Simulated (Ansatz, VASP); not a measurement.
SrTiO3: VASP beside Ansatz

```
Sr Ti O
1.0
     3.90685    0.00000    0.00000
     0.00000    3.90685    0.00000
     0.00000    0.00000    3.90685
Sr Ti O
1 1 3
Direct
  0.50000 0.50000 0.50000
  0.00000 0.00000 0.00000
  0.50000 0.00000 0.00000
  0.00000 0.50000 0.00000
  0.00000 0.00000 0.50000
```

Alike in both runs: functional r2SCAN; k mesh 8 × 8 × 8; occupations fermi-dirac, width 0.1 eV; no spin polarisation.

Ansatz relaxed the structure, and its values are those at the end. VASP's run is a single point on that final structure, the one shown.

|  | VASP | Ansatz |
| --- | --- | --- |
| version | VASP 6.6.1 | Ansatz 0.2.0 |
| potentials or method | VASP PAW PBE potentials, release 64 (Sr_sv, Ti_sv, O) | PAW with Ansatz's default frozen-core files, scalar-relativistic |
| plane-wave cutoff (eV) | 520 | 500 |
| valence electrons in the cell | 40 | 40 |

|  | VASP | Ansatz | Ansatz less VASP |
| --- | --- | --- | --- |
| pressure (GPa) | 0.9 | 0.0 | -0.92 |

VASP's potentials were made for PBE, not for r2SCAN.
